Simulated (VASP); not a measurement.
# W (R-3m) in VASP: notebook

Runs on W. Level: PBE. Tasks: single point.

All numbers are computed with VASP 6.6.1; they aren't measurements. Logs are shortened: lines on timing, memory, paths and dates and some standing lists are left out, and cuts for length are marked.

**1. The cell of the first run**

The structure is trigonal, space group R-3m (No. 166). The conventional cell has a = 4.543 Å, b = 4.543 Å, c = 2.658 Å, α = 90.00°, β = 90.00°, γ = 120.00°. W (site symmetry -3m) has 14 W at 2.66 to 3.17 Å within 3.5 Å.

**2. Single point, PBE**

Input file INCAR:

```
SYSTEM = W
PREC = Accurate
ENCUT = 520
EDIFF = 1E-6
ISMEAR = -1
SIGMA = 0.1
LREAL = .FALSE.
LASPH = .TRUE.
NELM = 80
ALGO = Normal
ISIF = 2
LWAVE = .FALSE.
LCHARG = .FALSE.
GGA = PE
NBANDS = 13
```

Input file KPOINTS:

```
regular mesh
0
G
  15 15 15
  0 0 0
```

Input file POSCAR:

```
W
1.0
   -1.6298153500      1.5823450000      1.5823450000
    1.5823450000     -1.6298153500      1.5823450000
    1.5823450000      1.5823450000     -1.6298153500
W
1
Direct
    0.0000000000      0.0000000000      0.0000000000
```

Potentials or basis: VASP PAW PBE potentials, release 64 (W_sv).

Run with:

```console
> cat potpaw_PBE.64/W_sv/POTCAR > POTCAR
> mpirun -np 1 vasp_std > vasp.out
```

OUTCAR:

```text
SYSTEM = W
   PREC = Accurate
   ENCUT = 520
   EDIFF = 1E-6
   ISMEAR = -1
   LREAL = .FALSE.
   LASPH = .TRUE.
   NELM = 80
   ISIF = 2
   GGA = PE

 ion  position               nearest neighbor table
   1  0.000  0.000  0.000-

  LATTYP: Found a trigonal (rhomboedric) cell.
 ALAT       =     2.7683802978
 COS(alpha) =    -0.3463033748

  Lattice vectors:

 A1 = (  -1.6298153500,   1.5823450000,   1.5823450000)
 A2 = (   1.5823450000,  -1.6298153500,   1.5823450000)
 A3 = (   1.5823450000,   1.5823450000,  -1.6298153500)

Analysis of symmetry for initial positions (statically):
=====================================================================
 Subroutine PRICEL returns:
 Original cell was already a primitive cell.

 Routine SETGRP: Setting up the symmetry group for a
 trigonal (rhombohedral) supercell.

 Subroutine GETGRP returns: Found 12 space group operations
 (whereof 12 operations were pure point group operations)
 out of a pool of 12 trial point group operations.

The static configuration has the point symmetry D_3d.

Analysis of symmetry for dynamics (positions and initial velocities):
=====================================================================
 Subroutine PRICEL returns:
 Original cell was already a primitive cell.

 Routine SETGRP: Setting up the symmetry group for a
 trigonal (rhombohedral) supercell.

 Subroutine GETGRP returns: Found 12 space group operations
 (whereof 12 operations were pure point group operations)
 out of a pool of 12 trial point group operations.

The dynamic configuration has the point symmetry D_3d.

 Subroutine INISYM returns: Found 12 space group operations
 (whereof 12 operations are pure point group operations),
 and found     1 'primitive' translations

----------------------------------------------------------------------------------------

                                     Primitive cell

  volume of cell :      15.8368

  direct lattice vectors                    reciprocal lattice vectors
    -1.629815350  1.582345000  1.582345000     0.009628360  0.320945321  0.320945321
     1.582345000 -1.629815350  1.582345000     0.320945321  0.009628360  0.320945321
     1.582345000  1.582345000 -1.629815350     0.320945321  0.320945321  0.009628360

  length of vectors
     2.768380298  2.768380298  2.768380298     0.453987339  0.453987339  0.453987339

  position of ions in fractional coordinates (direct lattice)
     0.000000000  0.000000000  0.000000000

  ion indices of the primitive-cell ions
   primitive index   ion index
                 1           1

----------------------------------------------------------------------------------------

 KPOINTS: regular mesh

Automatic generation of k-mesh.
 Grid dimensions read from file:
 generate k-points for:   15   15   15

 Generating k-lattice:

  Cartesian coordinates                     Fractional coordinates (reciprocal lattice)
     0.000641891  0.021396355  0.021396355     0.066666667  0.000000000  0.000000000
     0.021396355  0.000641891  0.021396355     0.000000000  0.066666667  0.000000000
     0.021396355  0.021396355  0.000641891    -0.000000000 -0.000000000  0.066666667

  Length of vectors
     0.030265823  0.030265823  0.030265823

  Shift w.r.t. Gamma in fractional coordinates (k-lattice)
     0.000000000  0.000000000  0.000000000

 Subroutine IBZKPT returns following result:
 ===========================================

 Found    344 irreducible k-points:

 Following reciprocal coordinates:
            Coordinates               Weight
  0.000000  0.000000  0.000000      1.000000
  0.066667  0.000000  0.000000      6.000000
  0.133333 -0.000000 -0.000000      6.000000
  0.200000  0.000000  0.000000      6.000000
  0.266667 -0.000000 -0.000000      6.000000
  0.333333  0.000000  0.000000      6.000000
[... 16 lines left out ...]
  0.133333  0.133333  0.000000      6.000000
  0.200000  0.133333  0.000000     12.000000
 [... further k-points ...]
   k-points           NKPTS =    344   k-points in BZ     NKDIM =    344   number of bands    NBANDS=     13
   number of dos      NEDOS =    301   number of ions     NIONS =      1
   total plane-waves  NPLWV =  13824
   dimension x,y,z NGX =    24 NGY =   24 NGZ =   24
   dimension x,y,z NGXF=    48 NGYF=   48 NGZF=   48
   ions per type =               1
   NGX,Y,Z   is equivalent  to a cutoff of  14.41, 14.41, 14.41 a.u.
   NGXF,Y,Z  is equivalent  to a cutoff of  28.82, 28.82, 28.82 a.u.
 SYSTEM =  W
   PREC   = accura    normal or accurate (medium, high low for compatibility)
   ISTART =      0    job   : 0-new  1-cont  2-samecut
   ICHARG =      2    charge: 1-file 2-atom 10-const
   ISPIN  =      1    spin polarized calculation?
   LNONCOLLINEAR =      F non collinear calculations
   LSORBIT =      F    spin-orbit coupling
   LASPH  =      T    aspherical Exc in radial PAW
   ENCUT  =  520.0 eV  38.22 Ry    6.18 a.u.   5.15  5.15  5.15*2*pi/ulx,y,z
   NELM   =     80;   NELMIN=  2; NELMDL= -5     # of ELM steps
   EDIFF  = 0.1E-05   stopping-criterion for ELM
   LREAL  =      F    real-space projection
   EDIFFG = 0.1E-04   stopping-criterion for IOM
   NSW    =      0    number of steps for IOM
   IBRION =     -1    ionic relax: 0-MD 1-quasi-New 2-CG
   NFREE  =      0    steps in history (QN), initial steepest desc. (CG)
   ISIF   =      2    stress and relaxation
   ISYM   =      2    0-nonsym 1-usesym 2-fastsym
   POTIM  = 0.5000    time-step for ionic-motion
   TEBEG  =    0.0;   TEEND  =   0.0 temperature during run
   PSTRESS=    0.0 pullay stress
   NELECT =      14.0000    total number of electrons
   NUPDOWN=      -1.0000    fix difference up-down
   EMIN   =  10.00;   EMAX   =-10.00  energy-range for DOS
   EFERMI =   0.00;   METHOD = LEGACY
   ISMEAR =    -1;   SIGMA  =   0.10  broadening in eV -4-tet -1-fermi 0-gaus
   EFERMI_NEDOS =   21; number of points for ismear=-14 and -15
   IALGO  =     38    algorithm
   IMIX   =      4    mixing-type and parameters
     AMIX     =   0.40;   BMIX     =  1.00
     AMIX_MAG =   1.60;   BMIX_MAG =  1.00
  volume/ion in A,a.u.               =      15.84       106.87
  Fermi-wavevector in a.u.,A,eV,Ry     =   1.571189  2.969116 33.587811  2.468634
  Thomas-Fermi vector in A             =   2.672810
   LORBIT       =      0    0 simple, 1 ext, 2 COOP (PROOUT), +10 PAW based schemes
   GGA     = PE    functional components
   LHFCALC =     F    Hartree Fock is set to
   AEXX    =    0.0000 exact exchange contribution
   IVDW    =     0    specifies the selected vdW correction
   LEPSILON=     F    determine dielectric tensor
   LRPA    =     F    only Hartree local field effects (RPA)
 non-spin polarized calculation
  energy-cutoff  :      520.00
  volume of cell :       15.84
 maximum number of plane-waves:       441
 NGX is ok and might be reduce to    24
   NGX = 11   NGY = 11   NGZ = 11

 number of electron      13.9999999 magnetization

 Free energy of the ion-electron system (eV)
  ---------------------------------------------------
  ext. energy  EPLUGINS =         0.00000000
  ---------------------------------------------------
  free energy    TOTEN  =       -12.93016694 eV

  energy without entropy =      -12.91421577  energy(sigma->0) =      -12.92219135

 E-fermi :  11.4396     XC(G=0): -13.6441

 val. band max:       11.4388998874   @ k =   0.1333   0.0667   0.0000
 cond. band min:      11.4434415642   @ k =  -0.3333   0.2667   0.2667
 fundamental gap:      0.0045416768
 Fermi energy:        11.4396190049

 k-point     1 :       0.0000    0.0000    0.0000
  band No.  band energies     occupation
      1     -62.7263      2.00000
      2     -26.3338      2.00000
      3     -26.3338      2.00000
      4     -26.1793      2.00000
      5       1.8182      2.00000
      6       9.6853      2.00000
      7      10.4465      1.99990
      8      10.4465      1.99990
      9      13.7911      0.00000
     10      13.7911      0.00000
     11      25.4291      0.00000
     12      26.2684      0.00000
     13      26.2684      0.00000

 k-point     2 :       0.0667    0.0000    0.0000
  band No.  band energies     occupation
      1     -62.7197      2.00000
      2     -26.3647      2.00000
      3     -26.3333      2.00000
      4     -26.2355      2.00000
      5       2.0415      2.00000
      6       9.8325      2.00000
      7      10.3101      1.99998
      8      10.5270      1.99978
      9      13.5164      0.00000
     10      13.7643      0.00000
     11      25.6738      0.00000
     12      26.6307      0.00000
     13      26.8387      0.00000

 k-point     3 :       0.1333   -0.0000   -0.0000
  band No.  band energies     occupation
      1     -62.7011      2.00000
      2     -26.4917      2.00000
      3     -26.3514      2.00000
      4     -26.3319      2.00000
      5       2.6737      2.00000
      6       9.9436      2.00000
      7      10.0315      2.00000
      8      10.9307      1.98775
      9      12.9856      0.00000
     10      13.7150      0.00000
     11      26.2488      0.00000
     12      27.6716      0.00000
     13      28.1675      0.00000
[... 305 lines left out ...]
 k-point    23 :       0.1333    0.1333    0.0000
  band No.  band energies     occupation
      1     -62.6550      2.00000
      2     -26.9028      2.00000
      3     -26.4579      2.00000
      4     -26.3719      2.00000
      5       4.1483      2.00000
      6       9.4307      2.00000
      7       9.4562      2.00000
      8      12.4038      0.00013
      9      12.6694      0.00001
     10      13.8855      0.00000
     11      27.2573      0.00000
     12      27.7627      0.00000
     13      29.6476      0.00000

 k-point    24 :       0.2000    0.1333    0.0000
  band No.  band energies     occupation
      1     -62.6256      2.00000
      2     -27.1578      2.00000
      3     -26.5434      2.00000
      4     -26.3832      2.00000
      5       5.0929      2.00000
      6       8.8674      2.00000
      7       9.1962      2.00000
      8      12.5254      0.00004
      9      14.0815      0.00000
     10      14.2709      0.00000
     11      26.1376      0.00000
     12      27.7253      0.00000
     13      29.9888      0.00000

 [... further k-points ...]

------------------------ aborting loop because EDIFF is reached ----------------------------------------

  FORCE on cell =-STRESS in cart. coord.  units (eV):
  Direction    XX          YY          ZZ          XY          YZ          ZX
  --------------------------------------------------------------------------------------
  -------------------------------------------------------------------------------------
  Total        0.6964038      0.6964038      0.6964038      0.5163302      0.5163302      0.5163302
  in kB       70.4537922     70.4537922     70.4537922     52.2361003     52.2361003     52.2361003
  external PRESSURE =      70.4537922 kB  Pullay stress =       0.0000000 kB

 VOLUME and BASIS-vectors are now :
 -----------------------------------------------------------------------------
  energy-cutoff  :      520.00
  volume of cell :       15.84
      direct lattice vectors                 reciprocal lattice vectors
    -1.629815350  1.582345000  1.582345000     0.009628360  0.320945321  0.320945321
     1.582345000 -1.629815350  1.582345000     0.320945321  0.009628360  0.320945321
     1.582345000  1.582345000 -1.629815350     0.320945321  0.320945321  0.009628360

 POSITION                                       TOTAL-FORCE (eV/Angst)
 -----------------------------------------------------------------------------------
      0.00000      0.00000      0.00000        -0.000000      0.000000      0.000000
 -----------------------------------------------------------------------------------
    total drift:                               -0.000000      0.000000     -0.000000

  FREE ENERGIE OF THE ION-ELECTRON SYSTEM (eV)
  ---------------------------------------------------
  free  energy   TOTEN  =       -12.9301669372 eV

  energy  without entropy=      -12.9142157670  energy(sigma->0) =      -12.92219135
```

It took 35 s on 1 thread of Intel Xeon Platinum 8259CL at 2.50GHz (Skylake/Cascade Lake), shared host; peak memory 0.19 GiB.

What came out:

```yaml
Free_energy: -12.9302 eV
Pressure: 7.0 GPa
Band_gap_on_the_k_mesh: zero (bands 7 and 8 overlap by 5.37 eV)
```

Stress tensor (GPa, compression positive):
```
7.05 5.22 5.22
5.22 7.05 5.22
5.22 5.22 7.05
```

Levels at points of the mesh, in eV from the Fermi level:
| k point | band 5 | band 6 | band 7 | band 8 | band 9 | band 10 |
| --- | --- | --- | --- | --- | --- | --- |
| (0.00, 0.00, 0.00) | -9.62 | -1.75 | -0.99 | -0.99 | 2.35 | 2.35 |

Caveat: the cell stands under pressure; spin-orbit coupling is left out, which moves the levels of the heavy elements.

**3. Single point, PBE**

INCAR, as its differences from that of step 2:

```diff
@@ -8,3 +8,3 @@
 LASPH = .TRUE.
-NELM = 80
+NELM = 100
 ALGO = Normal
```

Input file KPOINTS:

```
Automatic mesh
0
G
  15 15 15
  0 0 0
```

Input file POSCAR:

```
W
1.0
   -1.6139919000      1.5823450000      1.5823450000
    1.5823450000     -1.6139919000      1.5823450000
    1.5823450000      1.5823450000     -1.6139919000
W
1
Direct
    0.0000000000      0.0000000000      0.0000000000
```

Potentials or basis: VASP PAW PBE potentials, release 64 (W_sv).

Run with:

```console
> cat potpaw_PBE.64/W_sv/POTCAR > POTCAR
> mpirun -np 1 vasp_std > vasp.out
```

Wall time 33 s (1 thread of Intel Xeon Platinum 8259CL at 2.50GHz (Skylake/Cascade Lake), shared host); peak memory 0.19 GiB.

It converged, with:

* Free energy: -12.9434 eV
* Pressure: 6.6 GPa
* Band gap on the k mesh: zero (bands 7 and 8 overlap by 5.53 eV)

Stress tensor (GPa, compression positive):
```
6.63 3.40 3.40
3.40 6.63 3.40
3.40 3.40 6.63
```

Levels at points of the mesh, in eV from the Fermi level:
```tsv
k point	band 5	band 6	band 7	band 8	band 9	band 10
(0.00, 0.00, 0.00)	-9.61	-1.57	-1.05	-1.05	2.32	2.32
```

Caveat: the cell stands under pressure; spin-orbit coupling is left out, which moves the levels of the heavy elements.

(Part 1 of 2 ends here.)

The gap in the log of VASP goes by the Fermi energy; the results here count the filled bands.